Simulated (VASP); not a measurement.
# Ta (Im-3m) in VASP: settings compared, part 2 of 2

VASP 6.6.1. The steps go on from the part before.

## (5) Relaxation of cell and atoms, RPBE

INCAR

```
SYSTEM = Ta
PREC = Accurate ; ENCUT = 600
EDIFF = 1E-7 ; ISMEAR = -1
SIGMA = 0.05 ; LREAL = .False.
LASPH = .True. ; NELM = 60
ALGO = Normal ; ISIF = 3
LWAVE = .False. ; LCHARG = .False.
GGA = RP ; IBRION = 2
NSW = 60 ; EDIFFG = -0.01
```

KPOINTS

```
regular mesh
0
Gamma
  11 11 11
  0 0 0
```

POSCAR

```
Ta
1.0
   -1.6512800000      1.6512800000      1.6512800000
    1.6512800000     -1.6512800000      1.6512800000
    1.6512800000      1.6512800000     -1.6512800000
Ta
1
Direct
    0.0000000000      0.0000000000      0.0000000000
```

Potentials or basis: VASP PAW PBE potentials, release 64 (Ta_pv).

On the command line:

```
> cat potpaw_PBE.64/Ta_pv/POTCAR > POTCAR
> mpirun -np 1 vasp_std > vasp.out
```

OUTCAR:

```text
SYSTEM = Ta
   PREC = Accurate
   ENCUT = 600
   EDIFF = 1E-7
   ISMEAR = -1
   LREAL = .False.
   LASPH = .True.
   NELM = 60
   ISIF = 3
   GGA = RP
   IBRION = 2
   NSW = 60
   EDIFFG = -0.01

 ion  position               nearest neighbor table
   1  0.000  0.000  0.000-

  LATTYP: Found a body centered cubic cell.
 ALAT       =     3.3025600000

  Lattice vectors:

 A1 = (  -1.6512800000,   1.6512800000,   1.6512800000)
 A2 = (   1.6512800000,  -1.6512800000,   1.6512800000)
 A3 = (   1.6512800000,   1.6512800000,  -1.6512800000)

Analysis of symmetry for initial positions (statically):
=====================================================================
 Subroutine PRICEL returns:
 Original cell was already a primitive cell.

 Routine SETGRP: Setting up the symmetry group for a
 body centered cubic supercell.

 Subroutine GETGRP returns: Found 48 space group operations
 (whereof 48 operations were pure point group operations)
 out of a pool of 48 trial point group operations.

The static configuration has the point symmetry O_h .

Analysis of symmetry for dynamics (positions and initial velocities):
=====================================================================
 Subroutine PRICEL returns:
 Original cell was already a primitive cell.

 Routine SETGRP: Setting up the symmetry group for a
 body centered cubic supercell.

 Subroutine GETGRP returns: Found 48 space group operations
 (whereof 48 operations were pure point group operations)
 out of a pool of 48 trial point group operations.

The dynamic configuration has the point symmetry O_h .

 Subroutine INISYM returns: Found 48 space group operations
 (whereof 48 operations are pure point group operations),
 and found     1 'primitive' translations

----------------------------------------------------------------------------------------
[... 119 lines left out ...]
   IVDW    =     0    specifies the selected vdW correction
   LEPSILON=     F    determine dielectric tensor
   LRPA    =     F    only Hartree local field effects (RPA)
 conjugate gradient relaxation of ions
 non-spin polarized calculation
  energy-cutoff  :      600.00
  volume of cell :       18.01
 maximum number of plane-waves:       615
   NGX = 11   NGY = 11   NGZ = 11

--------------------------------------- Ionic step        1  -------------------------------------------

 number of electron      11.0000002 magnetization

 Free energy of the ion-electron system (eV)
  ---------------------------------------------------
  ext. energy  EPLUGINS =         0.00000000
  ---------------------------------------------------
  free energy    TOTEN  =       -11.31053282 eV

  energy without entropy =      -11.30179467  energy(sigma->0) =      -11.30616375

------------------------ aborting loop because EDIFF is reached ----------------------------------------

  FORCE on cell =-STRESS in cart. coord.  units (eV):
  Direction    XX          YY          ZZ          XY          YZ          ZX
  --------------------------------------------------------------------------------------
  -------------------------------------------------------------------------------------
  Total        0.6980706      0.6980706      0.6980706      0.0000000      0.0000000      0.0000000
  in kB       62.0994539     62.0994539     62.0994539      0.0000000      0.0000000      0.0000000
  external PRESSURE =      62.0994539 kB  Pullay stress =       0.0000000 kB
[... 92 lines left out ...]
--------------------------------------- Ionic step        4  -------------------------------------------

 number of electron      10.9999999 magnetization

 Free energy of the ion-electron system (eV)
  ---------------------------------------------------
  ext. energy  EPLUGINS =         0.00000000
  ---------------------------------------------------
  free energy    TOTEN  =       -11.32131464 eV

  energy without entropy =      -11.31090836  energy(sigma->0) =      -11.31611150

 E-fermi :   5.3139     XC(G=0): -12.4039

 val. band max:        5.3087744684   @ k =   0.1818   0.0000   0.0000
 cond. band min:       5.3541566619   @ k =   0.3636   0.1818   0.0000
 fundamental gap:      0.0453821935
 Fermi energy:         5.3139037074

 k-point     1 :       0.0000    0.0000    0.0000
  band No.  band energies     occupation
      1     -27.9003      2.00000
      2     -27.9003      2.00000
      3     -27.9003      2.00000
      4      -2.4685      2.00000
      5       6.0769      0.00000
      6       6.0769      0.00000
      7       6.0769      0.00000
      8       9.2446      0.00000
      9       9.2446      0.00000
[... 265 lines left out ...]
 k-point    24 :       0.3636    0.1818    0.0909
  band No.  band energies     occupation
      1     -28.7675      2.00000
      2     -28.3788      2.00000
      3     -28.0716      2.00000
      4       2.5822      2.00000
      5       3.8141      2.00000
      6       5.2790      1.33524
      7       9.6352      0.00000
      8      10.1846      0.00000
      9      14.0887      0.00000

 [... further k-points ...]
[... 5 lines left out ...]
  --------------------------------------------------------------------------------------
  -------------------------------------------------------------------------------------
  Total       -0.0007584     -0.0007584     -0.0007584      0.0000000      0.0000000     -0.0000000
  in kB       -0.0653842     -0.0653842     -0.0653842      0.0000000      0.0000000     -0.0000000
  external PRESSURE =      -0.0653842 kB  Pullay stress =       0.0000000 kB
[... 16 lines left out ...]
  FREE ENERGIE OF THE ION-ELECTRON SYSTEM (eV)
  ---------------------------------------------------
  free  energy   TOTEN  =       -11.3213146355 eV

  energy  without entropy=      -11.3109083636  energy(sigma->0) =      -11.31611150

 reached required accuracy - stopping structural energy minimisation
```

OSZICAR:

```text
N       E                     dE             d eps       ncg     rms          rms(c)
DAV:   1     0.500013296045E+02    0.50001E+02   -0.71331E+03  1008   0.130E+03
DAV:   2    -0.110370131488E+02   -0.61038E+02   -0.60332E+02  1312   0.258E+02
[... 30 lines left out ...]
   3 F= -.11321308E+02 E0= -.11316089E+02  d E =-.107752E-01
       N       E                     dE             d eps       ncg     rms          rms(c)
DAV:   1    -0.113213457956E+02   -0.37840E-04   -0.10585E-03  1021   0.473E-01    0.498E-02
DAV:   2    -0.113213193226E+02    0.26473E-04   -0.36752E-05  1027   0.762E-02    0.169E-02
DAV:   3    -0.113213139758E+02    0.53468E-05   -0.19145E-05  1060   0.526E-02    0.660E-03
DAV:   4    -0.113213146166E+02   -0.64089E-06   -0.24880E-07  1046   0.598E-03    0.696E-04
DAV:   5    -0.113213146355E+02   -0.18809E-07   -0.25723E-08   520   0.196E-03
   4 F= -.11321315E+02 E0= -.11316111E+02  d E =-.107818E-01
```

CONTCAR:

```text
Ta
   1.00000000000000
    -1.6686396727763748    1.6686396727763748    1.6686396727763748
     1.6686396727763748   -1.6686396727763748    1.6686396727763748
     1.6686396727763748    1.6686396727763748   -1.6686396727763748
  Ta
     1
Direct
     0.0000000000000000    0.0000000000000000    0.0000000000000000

  0.00000000E+00  0.00000000E+00  0.00000000E+00
```

Wall time 29 s (1 thread of AMD EPYC 7R43 (Zen 3), shared host); peak memory 0.12 GiB.

Results:

```yaml
Free_energy: -11.3213 eV
Relaxed_volume: 18.58 Å³/atom
Relaxed_cell: a = 2.890 Å, b = 2.890 Å, c = 2.890 Å, α = 109.47°, β = 109.47°, γ = 109.47°
Space_group_after_relaxing_to_0.05_Å: Im-3m (No. 229)
Energy_gained_by_relaxing: 10.8 meV/atom
Ionic_steps: 4
Pressure_after_relaxing: 0.0 GPa
```

The path:
| step | energy change (eV) | largest force (eV/Å) | pressure (GPa) | volume (Å³) |
| --- | --- | --- | --- | --- |
| 1 | 0.0000 | 0.0000 | 6.21 | 18.01 |
| 2 | 0.0373 | 0.0000 | -11.17 | 19.89 |
| 3 | -0.0108 | 0.0000 | -0.14 | 18.60 |
| 4 | -0.0108 | 0.0000 | -0.01 | 18.58 |

Final structure:
```cif
data_structure
_symmetry_space_group_name_H-M 'P 1'
_symmetry_Int_Tables_number 1
_cell_length_a 2.8902
_cell_length_b 2.8902
_cell_length_c 2.8902
_cell_angle_alpha 109.471
_cell_angle_beta 109.471
_cell_angle_gamma 109.471
_cell_volume 18.58
loop_
_atom_site_label
_atom_site_type_symbol
_atom_site_fract_x
_atom_site_fract_y
_atom_site_fract_z
_atom_site_occupancy
Ta1 Ta 0.00000 0.00000 0.00000 1
```

Levels at points of the mesh, in eV from the Fermi level:
| k point | band 1 | band 2 | band 3 | band 4 | band 5 | band 6 | band 7 | band 8 | band 9 |
| --- | --- | --- | --- | --- | --- | --- | --- | --- | --- |
| (0.00, 0.00, 0.00) | -33.21 | -33.21 | -33.21 | -7.78 | 0.76 | 0.76 | 0.76 | 3.93 | 3.93 |

Caveat: the PAW data sets were made with another functional, which shifts forces and pressure a little; spin-orbit coupling is left out, which moves the levels of the heavy elements.

## (6) The runs side by side

| level | potentials or basis | gap on the mesh (eV) | pressure (GPa) | relaxed volume (Å³/atom) |
| --- | --- | --- | --- | --- |
| LDA | VASP PAW LDA potentials, release 64 (Ta_pv) | none | 0.0 | 17.29 |
| PBE | VASP PAW PBE potentials, release 64 (Ta_pv) | none | 0.0 | 18.26 |
| PBEsol | VASP PAW PBE potentials, release 64 (Ta_pv) | none | -0.1 | 17.65 |
| RPBE | VASP PAW PBE potentials, release 64 (Ta_pv) | none | 0.0 | 18.58 |

Alike in all rows: task relaxation of cell and atoms; no spin polarisation; cell relaxed; k mesh 11 × 11 × 11; cutoff (eV) 600; smearing fermi-dirac 0.05 eV.

Caveats: spin-orbit coupling is left out, which moves the levels of the heavy elements; the PAW data sets were made with another functional, which shifts forces and pressure a little (some runs).

Total energies depend on the potentials used, so only differences within one code and one set of settings carry meaning.
